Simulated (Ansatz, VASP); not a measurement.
# BiPd: VASP beside Ansatz

```
CELL_PARAMETERS angstrom
4.23000 0.00000 0.00000
-2.11500 3.66329 0.00000
0.00000 0.00000 5.63310
ATOMIC_POSITIONS crystal
Bi 0.33333 0.66667 0.25000
Bi 0.66667 0.33333 0.75000
Pd 0.00000 0.00000 0.00000
Pd 0.00000 0.00000 0.50000
```

Change from the starting cell: zz strain of -1 %, crystal datasets.

Alike in both runs: task electric field gradients; functional PBEsol; k mesh 9 × 9 × 6; occupations fermi-dirac, width 0.03 eV; no spin polarisation.

```csv
,VASP,Ansatz
version,VASP 6.6.1,Ansatz 0.2.0
potentials or method,"VASP PAW PBE potentials, release 64 (Bi_d, Pd), cutoff 520 eV","all-electron PAW with datasets made for the crystal, scalar-relativistic"
```

Ansatz gave:

```
pressure (GPa)                                                : 1.3
traceless stress, the component that is largest in VASP (GPa) : -0.31
size of Vzz on the site where it differs most (V/Å²)          : 90.0
```

**Question.** Which values does VASP return?

**Answer.** Pressure (GPa): 1.3; traceless stress, the component that is largest in VASP (GPa): -0.34; size of Vzz on the site where it differs most (V/Å²): 83.6.

VASP's potentials were made for PBE, not for PBEsol. Ansatz ran all-electron here, and VASP with PAW potentials.

Neither program's run includes spin-orbit coupling.
